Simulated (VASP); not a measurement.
# Ir: single point with PBEsol

The system is Ir.

```
Ir
1.0
     0.00000    1.91582    1.91582
     1.91582    0.00000    1.91582
     1.91582    1.91582    0.00000
Ir
1
Direct
  0.00000 0.00000 0.00000
```

```json
{"Program": "VASP 6.6.1", "Task": "single point", "Functional": "PBEsol", "Potentials or basis": "VASP PAW PBE potentials, release 64 (Ir)", "Cutoff": "520 eV", "k mesh": "19 × 19 × 19", "Occupations": "fermi-dirac, width 0.1 eV", "Spin": "no spin polarisation", "Dipole correction": "no", "Further INCAR settings": "ALGO = Normal; EDIFF = 1e-07; NBANDS = 10"}
```

```
Pressure               : 1.0 GPa
Band gap on the k mesh : zero (an odd number of electrons rules out a gap without spin polarisation)
```

Levels at points of the mesh, in eV from the Fermi level:
| k point | band 1 | band 2 | band 3 | band 4 | band 5 | band 6 | band 7 | band 8 | band 9 |
| --- | --- | --- | --- | --- | --- | --- | --- | --- | --- |
| (0.00, 0.00, 0.00) | -11.24 | -3.92 | -3.92 | -3.92 | -1.18 | -1.18 | 14.33 | 19.93 | 19.93 |

Wall time 9.6 s on 1 thread of Intel(R) Xeon(R) 6975P-C (Granite Rapids), on a shared host, peak memory 0.15 GiB.

Caveat: the PAW data sets were made with another functional, which shifts forces and pressure a little; spin-orbit coupling is left out, which moves the levels of the heavy elements.
